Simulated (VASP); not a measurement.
A run of VASP 6.6.1 is set up as follows.

Contents of INCAR:

```
SYSTEM = NaF
PREC = Accurate
ENCUT = 520
EDIFF = 1E-6
ISMEAR = -1
SIGMA = 0.02
LREAL = .False.
LASPH = .True.
NELM = 80
ALGO = Normal
ISIF = 2
LWAVE = .False.
LCHARG = .False.
GGA = PE
NBANDS = 14
```

KPOINTS

```
regular mesh
0
Gamma
  10 10 10
  0 0 0
```

Contents of POSCAR:

```
NaF
1.0
    2.8345494318      0.0000000000      0.0000000000
    0.0000000000      2.7934851994      0.0000000000
    0.0000000000      0.0000000000      2.7934851994
Na F
1 1
Direct
    0.0000000000      0.0000000000      0.0000000000
    0.5000000000      0.5000000000      0.5000000000
```

Potentials or basis: VASP PAW PBE potentials, release 64 (Na_pv, F).

Command:

```console
$ cat potpaw_PBE.64/Na_pv/POTCAR potpaw_PBE.64/F/POTCAR > POTCAR
$ mpirun -np 1 vasp_std > vasp.out
```

(1) Predict the pressure.

(2) What does it give for the band gap on the k mesh?

Results:

(1) 3.2 GPa.

(2) 5.99 eV (least direct gap 6.31 eV).

Caveat: the cell differs from its parent crystal (uniaxial x strain +1.5%); the cell stands under pressure.
